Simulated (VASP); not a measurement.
Here is a VASP 6.6.1 calculation.

Contents of INCAR:

```
SYSTEM = ZrN
PREC = Accurate
ENCUT = 600
EDIFF = 1E-6
ISMEAR = 0
SIGMA = 0.15
LREAL = .FALSE.
LASPH = .TRUE.
NELM = 200
ALGO = Normal
ISIF = 2
LWAVE = .FALSE.
LCHARG = .FALSE.
ISPIN = 2
MAGMOM = 0.5 0
LORBIT = 11
NUPDOWN = 0.5
LMAXMIX = 4
GGA = PE
NBANDS = 20
GGA_COMPAT = .FALSE.
```

Contents of KPOINTS:

```
regular mesh
0
G
  18 18 18
  0 0 0
```

Contents of POSCAR:

```
ZrN
1.0
    0.0000000000      2.3202372924      2.3202372924
    2.3202372924      0.0000000000      2.3202372924
    2.3202372924      2.3202372924      0.0000000000
Zr N
1 1
Direct
    0.0000000000      0.0000000000      0.0000000000
    0.5000000000      0.5000000000      0.5000000000
```

Potentials or basis: VASP PAW PBE potentials, release 64 (Zr_sv, N).

Command:

```bash
$ cat potpaw_PBE.64/Zr_sv/POTCAR potpaw_PBE.64/N/POTCAR > POTCAR
$ mpirun -np 1 vasp_std > vasp.out
```

Problem. What does it give for the pressure?

Solution. -5.4 GPa.

Caveat: the cell stands under tension; the total moment is fixed, so each spin has its own Fermi level and the state may be an excited one.
